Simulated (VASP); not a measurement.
Here is a VASP 6.6.1 calculation.

The input INCAR:

```
ALGO = Normal ; EDIFF = 1E-6
ENCUT = 1330 ; GGA_COMPAT = F
ISIF = 2 ; ISMEAR = -1
LASPH = T ; LCHARG = F
LDAU = T ; LDAUJ = 0 0
LDAUL = 2 -1 ; LDAUPRINT = 1
LDAUTYPE = 2 ; LDAUU = 1 0
LMAXMIX = 4 ; LREAL = F
LWAVE = F ; NBANDS = 16
NELM = 200 ; PREC = Accurate
SIGMA = 0.05
```

The input KPOINTS:

```
k-points
0
Gamma
  10 10 9
```

The input POSCAR:

```
TaN
1.0
    2.9380000000      0.0000000000      0.0000000000
   -1.4690000000      2.5443826363      0.0000000000
    0.0000000000      0.0000000000      2.8830000000
Ta N
1 1
Direct
    0.0000000000      0.0000000000      0.5000000000
    0.6666666667      0.3333333333      0.0000000000
```

Potentials or basis: VASP PAW LDA potentials, release 64 (Ta_sv_GW, N_h).

Launch:

```bash
$ cat potpaw_LDA.64/Ta_sv_GW/POTCAR potpaw_LDA.64/N_h/POTCAR > POTCAR
$ mpirun -np 1 vasp_std > vasp.out
```

(1) Predict the pressure.

(2) Predict the band gap on the k mesh.

Answers

(1) -7.3 GPa.

(2) zero (bands 9 and 10 overlap by 0.30 eV).

Caveat: the cell stands under tension; spin-orbit coupling is left out, which moves the levels of the heavy elements; U without spin polarisation on a metal has little footing.
